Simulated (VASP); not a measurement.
Here is a VASP 6.6.1 calculation.

File INCAR:

```
SYSTEM = CaO
ALGO = Normal
EDIFF = 1E-7
ENCUT = 520
GGA = PE
ISIF = 2
ISMEAR = 1
IVDW = 13
LASPH = .True.
LCHARG = .True.
LELF = .True.
LREAL = .False.
LVHAR = .True.
LWAVE = .False.
NBANDS = 15
NELM = 100
PREC = Accurate
SIGMA = 0.05
```

Contents of KPOINTS:

```
k-points
0
Gamma
  7 7 7
  0 0 0
```

POSCAR

```
CaO
1.0
    0.0000000000      2.4002211606      2.4002211606
    2.4002211606      0.0000000000      2.4002211606
    2.4002211606      2.4002211606      0.0000000000
Ca O
1 1
Direct
    0.0000000000      0.0000000000      0.0000000000
    0.5000000000      0.5000000000      0.5000000000
```

Potentials or basis: VASP PAW PBE potentials, release 64 (Ca_sv, O).

Launch:

```console
$ cat potpaw_PBE.64/Ca_sv/POTCAR potpaw_PBE.64/O/POTCAR > POTCAR
$ mpirun -np 1 vasp_std > vasp.out
```

Q: Predict the dispersion energy per atom.

A: -0.164 eV.

Q: Estimate the band gap on the k mesh.

A: 3.73 eV, indirect (least direct gap 4.10 eV).

A k mesh can miss the band edges. PBE gaps usually lie below the measured ones, often by a third to a half.
